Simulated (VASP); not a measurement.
# SnO (P4/nmm) in VASP: relaxation of cell and atoms with PBE

Aim: the relaxation of cell and atoms of SnO with PBE.

Everything below comes from runs of VASP 6.6.1. Logs are shortened: lines on timing, memory, paths and dates and some standing lists are left out, and cuts for length are marked.

### Step 1. The cell of the first run

Symmetry: P4/nmm, No. 129, tetragonal system. Conventional cell: a = 3.837 Å, b = 3.837 Å, c = 4.759 Å, α = 90.00°, β = 90.00°, γ = 90.00°. Sn (site symmetry 4mm) has 4 O at 2.24 Å within 3.0 Å. Within 3.0 Å of O (site symmetry -4m2) lie 4 Sn at 2.24 Å and 4 O at 2.71 Å.

### Step 2. Relaxation of cell and atoms, PBE

INCAR

```
SYSTEM = SnO
PREC = Accurate
ENCUT = 600
EDIFF = 1E-6
ISMEAR = 0
SIGMA = 0.1
LREAL = .False.
LASPH = .True.
NELM = 80
ALGO = Normal
ISIF = 3
LWAVE = .False.
LCHARG = .False.
GGA = PE
IBRION = 2
NSW = 70
EDIFFG = -0.005
```

KPOINTS

```
regular mesh
0
Gamma
  12 12 10
  0 0 0
```

POSCAR

```
SnO
1.0
    3.8365550882      0.0000000000      0.0000000000
    0.0000000000      3.8365550882      0.0000000000
    0.0000000000      0.0000000000      4.7594503725
Sn O
2 2
Direct
    0.5000000000      0.0000000000      0.2434679921
    0.0000000000      0.5000000000      0.7565320079
    0.0000000000      0.0000000000      0.0000000000
    0.5000000000      0.5000000000      0.0000000000
```

Potentials or basis: VASP PAW PBE potentials, release 64 (Sn_d, O).

Command:

```
$ cat potpaw_PBE.64/Sn_d/POTCAR potpaw_PBE.64/O/POTCAR > POTCAR
$ mpirun -np 1 vasp_std > vasp.out
```

OUTCAR:

```text
SYSTEM = SnO
   PREC = Accurate
   ENCUT = 600
   EDIFF = 1E-6
   ISMEAR = 0
   LREAL = .False.
   LASPH = .True.
   NELM = 80
   ISIF = 3
   GGA = PE
   IBRION = 2
   NSW = 70
   EDIFFG = -0.005

 ion  position               nearest neighbor table
   1  0.500  0.000  0.243-   3 2.24   4 2.24   4 2.24   3 2.24   2 3.57   2 3.57   2 3.57   2 3.57
                             2 3.65   2 3.65   2 3.65   2 3.65
   2  0.000  0.500  0.757-   3 2.24   4 2.24   3 2.24   4 2.24   1 3.57   1 3.57   1 3.57   1 3.57
                             1 3.65   1 3.65   1 3.65   1 3.65
   3  0.000  0.000  0.000-   1 2.24   2 2.24   2 2.24   1 2.24
   4  0.500  0.500  0.000-   1 2.24   2 2.24   1 2.24   2 2.24

  LATTYP: Found a simple tetragonal cell.
 ALAT       =     3.8365550882
 C/A-ratio  =     1.2405531168

  Lattice vectors:

 A1 = (   3.8365550882,   0.0000000000,   0.0000000000)
 A2 = (   0.0000000000,   3.8365550882,   0.0000000000)
 A3 = (   0.0000000000,   0.0000000000,   4.7594503725)

Analysis of symmetry for initial positions (statically):
=====================================================================
 Subroutine PRICEL returns:
 Original cell was already a primitive cell.

 Routine SETGRP: Setting up the symmetry group for a
 simple tetragonal supercell.

 Subroutine GETGRP returns: Found 16 space group operations
 (whereof  8 operations were pure point group operations)
 out of a pool of 16 trial point group operations.

The static configuration has the point symmetry D_2d.
 The point group associated with its full space group is D_4h.

Analysis of symmetry for dynamics (positions and initial velocities):
=====================================================================
 Subroutine PRICEL returns:
 Original cell was already a primitive cell.

 Routine SETGRP: Setting up the symmetry group for a
 simple tetragonal supercell.

 Subroutine GETGRP returns: Found 16 space group operations
 (whereof  8 operations were pure point group operations)
 out of a pool of 16 trial point group operations.

The dynamic configuration has the point symmetry D_2d.
 The point group associated with its full space group is D_4h.

 Subroutine INISYM returns: Found 16 space group operations
 (whereof  8 operations are pure point group operations),
 and found     1 'primitive' translations

----------------------------------------------------------------------------------------

                                     Primitive cell

  volume of cell :      70.0551

  direct lattice vectors                    reciprocal lattice vectors
     3.836555088  0.000000000  0.000000000     0.260650499  0.000000000  0.000000000
     0.000000000  3.836555088  0.000000000     0.000000000  0.260650499  0.000000000
     0.000000000  0.000000000  4.759450372     0.000000000  0.000000000  0.210108294

  length of vectors
     3.836555088  3.836555088  4.759450372     0.260650499  0.260650499  0.210108294

  position of ions in fractional coordinates (direct lattice)
     0.500000000  0.000000000  0.243467992
     0.000000000  0.500000000  0.756532008
     0.000000000  0.000000000  0.000000000
     0.500000000  0.500000000  0.000000000

  ion indices of the primitive-cell ions
   primitive index   ion index
                 1           1
                 2           2
                 3           3
                 4           4

----------------------------------------------------------------------------------------

 KPOINTS: regular mesh

Automatic generation of k-mesh.
 Grid dimensions read from file:
 generate k-points for:   12   12   10

 Generating k-lattice:

  Cartesian coordinates                     Fractional coordinates (reciprocal lattice)
     0.021720875  0.000000000  0.000000000     0.083333333  0.000000000  0.000000000
     0.000000000  0.021720875  0.000000000     0.000000000  0.083333333  0.000000000
     0.000000000  0.000000000  0.021010829     0.000000000  0.000000000  0.100000000

  Length of vectors
     0.021720875  0.021720875  0.021010829

  Shift w.r.t. Gamma in fractional coordinates (k-lattice)
     0.000000000  0.000000000  0.000000000

 Subroutine IBZKPT returns following result:
 ===========================================

 Found    168 irreducible k-points:

 Following reciprocal coordinates:
            Coordinates               Weight
  0.000000  0.000000  0.000000      1.000000
  0.083333  0.000000  0.000000      4.000000
  0.166667  0.000000  0.000000      4.000000
  0.250000  0.000000  0.000000      4.000000
  0.333333  0.000000  0.000000      4.000000
  0.416667  0.000000  0.000000      4.000000
[... 16 lines left out ...]
  0.333333  0.333333  0.000000      4.000000
  0.416667  0.333333  0.000000      8.000000
 [... further k-points ...]
   k-points           NKPTS =    168   k-points in BZ     NKDIM =    168   number of bands    NBANDS=     24
   number of dos      NEDOS =    301   number of ions     NIONS =      4
   total plane-waves  NPLWV =  40960
   dimension x,y,z NGX =    32 NGY =   32 NGZ =   40
   dimension x,y,z NGXF=    64 NGYF=   64 NGZF=   80
   ions per type =               2   2
   NGX,Y,Z   is equivalent  to a cutoff of  13.87, 13.87, 13.97 a.u.
   NGXF,Y,Z  is equivalent  to a cutoff of  27.73, 27.73, 27.94 a.u.
 SYSTEM =  SnO
   PREC   = accura    normal or accurate (medium, high low for compatibility)
   ISTART =      0    job   : 0-new  1-cont  2-samecut
   ICHARG =      2    charge: 1-file 2-atom 10-const
   ISPIN  =      1    spin polarized calculation?
   LNONCOLLINEAR =      F non collinear calculations
   LSORBIT =      F    spin-orbit coupling
   LASPH  =      T    aspherical Exc in radial PAW
   ENCUT  =  600.0 eV  44.10 Ry    6.64 a.u.   7.66  7.66  9.51*2*pi/ulx,y,z
   NELM   =     80;   NELMIN=  2; NELMDL= -5     # of ELM steps
   EDIFF  = 0.1E-05   stopping-criterion for ELM
   LREAL  =      F    real-space projection
   EDIFFG = -.5E-02   stopping-criterion for IOM
   NSW    =     70    number of steps for IOM
   IBRION =      2    ionic relax: 0-MD 1-quasi-New 2-CG
   NFREE  =      1    steps in history (QN), initial steepest desc. (CG)
   ISIF   =      3    stress and relaxation
   ISYM   =      2    0-nonsym 1-usesym 2-fastsym
   POTIM  = 0.5000    time-step for ionic-motion
   TEBEG  =    0.0;   TEEND  =   0.0 temperature during run
   PSTRESS=    0.0 pullay stress
   NELECT =      40.0000    total number of electrons
   NUPDOWN=      -1.0000    fix difference up-down
   EMIN   =  10.00;   EMAX   =-10.00  energy-range for DOS
   EFERMI =   0.00;   METHOD = LEGACY
   ISMEAR =     0;   SIGMA  =   0.10  broadening in eV -4-tet -1-fermi 0-gaus
   EFERMI_NEDOS =   21; number of points for ismear=-14 and -15
   IALGO  =     38    algorithm
   IMIX   =      4    mixing-type and parameters
     AMIX     =   0.40;   BMIX     =  1.00
     AMIX_MAG =   1.60;   BMIX_MAG =  1.00
  volume/ion in A,a.u.               =      17.51       118.19
  Fermi-wavevector in a.u.,A,eV,Ry     =   1.358152  2.566534 25.096979  1.844576
  Thomas-Fermi vector in A             =   2.485009
   LORBIT       =      0    0 simple, 1 ext, 2 COOP (PROOUT), +10 PAW based schemes
   GGA     = PE    functional components
   LHFCALC =     F    Hartree Fock is set to
   AEXX    =    0.0000 exact exchange contribution
   IVDW    =     0    specifies the selected vdW correction
   LEPSILON=     F    determine dielectric tensor
   LRPA    =     F    only Hartree local field effects (RPA)
 conjugate gradient relaxation of ions
 non-spin polarized calculation
 Gauss-broadening in eV      SIGMA  =   0.10
  energy-cutoff  :      600.00
  volume of cell :       70.06
 maximum number of plane-waves:      2363
 NGX is ok and might be reduce to    32
   NGX = 15   NGY = 15   NGZ = 19

--------------------------------------- Ionic step        1  -------------------------------------------

 number of electron      40.0000014 magnetization

 Free energy of the ion-electron system (eV)
  ---------------------------------------------------
  ext. energy  EPLUGINS =         0.00000000
  ---------------------------------------------------
  free energy    TOTEN  =       -22.69380567 eV

  energy without entropy =      -22.69332320  energy(sigma->0) =      -22.69356443

------------------------ aborting loop because EDIFF is reached ----------------------------------------

  FORCE on cell =-STRESS in cart. coord.  units (eV):
  Direction    XX          YY          ZZ          XY          YZ          ZX
  --------------------------------------------------------------------------------------
  -------------------------------------------------------------------------------------
  Total        1.0054258      1.0054258      1.0039364      0.0000000      0.0000000      0.0000000
  in kB       22.9943396     22.9943396     22.9602760      0.0000000      0.0000000      0.0000000
  external PRESSURE =      22.9829850 kB  Pullay stress =       0.0000000 kB
[... 95 lines left out ...]
  FREE ENERGIE OF THE ION-ELECTRON SYSTEM (eV)
  ---------------------------------------------------
  free  energy   TOTEN  =       -22.7052480516 eV

  energy  without entropy=      -22.7049061028  energy(sigma->0) =      -22.70507708

 E-fermi :   6.5955     XC(G=0): -10.0055

 val. band max:        6.3952173709   @ k =   0.0833   0.0833   0.0000
 cond. band min:       6.7600544734   @ k =   0.5000   0.5000   0.0000
 fundamental gap:      0.3648371025
 Fermi energy:         6.5955095810

 k-point     1 :       0.0000    0.0000    0.0000
  band No.  band energies     occupation
      1     -15.3215      2.00000
      2     -14.9616      2.00000
      3     -14.9616      2.00000
      4     -14.9507      2.00000
      5     -14.9271      2.00000
      6     -14.9194      2.00000
[... 637 lines left out ...]
     23      11.0340      0.00000
     24      11.3803      0.00000

 [... further k-points ...]

[... ionic steps 4 to 8 ...]

--------------------------------------- Ionic step        9  -------------------------------------------

 number of electron      40.0000000 magnetization

------------------------ aborting loop because EDIFF is reached ----------------------------------------
[... 71 lines left out ...]
--------------------------------------- Ionic step       11  -------------------------------------------

 number of electron      39.9999996 magnetization

 Free energy of the ion-electron system (eV)
  ---------------------------------------------------
  ext. energy  EPLUGINS =         0.00000000
  ---------------------------------------------------
  free energy    TOTEN  =       -22.72455274 eV

  energy without entropy =      -22.72455015  energy(sigma->0) =      -22.72455144

 E-fermi :   6.4404     XC(G=0):  -9.8611

 val. band max:        6.2063885190   @ k =   0.0833   0.0000   0.0000
 cond. band min:       6.6447621650   @ k =   0.5000   0.5000   0.0000
 fundamental gap:      0.4383736459
 Fermi energy:         6.4404493977

 k-point     1 :       0.0000    0.0000    0.0000
  band No.  band energies     occupation
      1     -15.5459      2.00000
      2     -15.1873      2.00000
      3     -15.1822      2.00000
      4     -15.1822      2.00000
      5     -15.1537      2.00000
      6     -15.1384      2.00000
[... 637 lines left out ...]
     23      10.6894      0.00000
     24      11.1110      0.00000

 [... further k-points ...]
[... 5 lines left out ...]
  --------------------------------------------------------------------------------------
  -------------------------------------------------------------------------------------
  Total        0.0039599      0.0039599      0.0030539      0.0000000      0.0000000      0.0000000
  in kB        0.0842025      0.0842025      0.0649382      0.0000000      0.0000000      0.0000000
  external PRESSURE =       0.0777810 kB  Pullay stress =       0.0000000 kB
[... 19 lines left out ...]
  FREE ENERGIE OF THE ION-ELECTRON SYSTEM (eV)
  ---------------------------------------------------
  free  energy   TOTEN  =       -22.7245527355 eV

  energy  without entropy=      -22.7245501540  energy(sigma->0) =      -22.72455144

 reached required accuracy - stopping structural energy minimisation
```

It took 53 min on 1 thread of Oxide Virtual Turin-like, shared host; peak memory 0.39 GiB.

Results:

```yaml
Free_energy: -22.7246 eV
Relaxed_volume: 18.84 Å³/atom
Relaxed_cell: a = 3.868 Å, b = 3.868 Å, c = 5.037 Å, α = 90.00°, β = 90.00°, γ = 90.00°
Space_group_after_relaxing_to_0.1_Å: P4/nmm (No. 129)
Energy_gained_by_relaxing: 7.7 meV/atom
Ionic_steps: 11
Pressure_after_relaxing: 0.0 GPa
Band_gap_on_the_k_mesh: 0.44 eV (least direct gap 1.93 eV)
```

Forces in eV/Å, atoms in the order of the input:
```
Sn   0.000  0.000 -0.002
Sn   0.000  0.000  0.002
O    0.000  0.000  0.000
O    0.000  0.000  0.000
```

The path:
| step | energy change (eV) | largest force (eV/Å) | pressure (GPa) | volume (Å³) |
| --- | --- | --- | --- | --- |
| 1 | 0.0000 | 0.0590 | 2.30 | 70.06 |
| 2 | -0.0077 | 0.4428 | -1.05 | 72.63 |
| 3 | -0.0114 | 0.2626 | 0.11 | 71.67 |
| 4 | -0.0169 | 0.1699 | 0.11 | 72.22 |
| 5 | -0.0220 | 0.0592 | 0.05 | 73.59 |
| 6 | -0.0267 | 0.0245 | -0.12 | 74.28 |
| 7 | -0.0301 | 0.0303 | -0.32 | 75.29 |
| 8 | -0.0303 | 0.0460 | -0.36 | 75.55 |
| 9 | -0.0288 | 0.1511 | 0.83 | 74.93 |
| 10 | -0.0307 | 0.0135 | 0.01 | 75.36 |
| 11 | -0.0307 | 0.0023 | 0.01 | 75.35 |

Final structure:
```
Sn O
1.0
     3.86758    0.00000    0.00000
     0.00000    3.86758    0.00000
     0.00000    0.00000    5.03724
Sn O
2 2
Direct
  0.50000 0.00000 0.23085
  0.00000 0.50000 0.76915
  0.00000 0.00000 0.00000
  0.50000 0.50000 0.00000
```

Levels at points of the mesh, in eV from the valence-band top:
```
           k point  band 16  band 17  band 18  band 19  band 20  band 21  band 22  band 23  band 24
(0.00, 0.00, 0.00)    -5.82    -3.16    -2.87    -2.87     0.00     1.93     4.14     4.86     4.86
(0.50, 0.00, 0.00)    -4.62    -4.46    -4.46    -2.37    -2.37     3.05     3.05     5.90     5.90
(0.50, 0.50, 0.00)    -4.74    -2.24    -2.24    -1.76    -1.76     0.44     0.44     4.54     4.54
(0.00, 0.00, 0.50)    -3.38    -3.21    -2.89    -2.89    -1.96     1.73     3.25     3.25     3.74
(0.50, 0.00, 0.50)    -5.01    -4.44    -4.44    -1.55    -1.55     2.49     2.49     5.51     5.51
(0.50, 0.50, 0.50)    -5.10    -2.39    -2.39    -2.24    -2.24     2.57     2.57     3.78     3.78
```

Caveat: semilocal functionals underestimate gaps, and a narrow one can read as zero; spin-orbit coupling is left out, which moves the levels of the heavy elements.
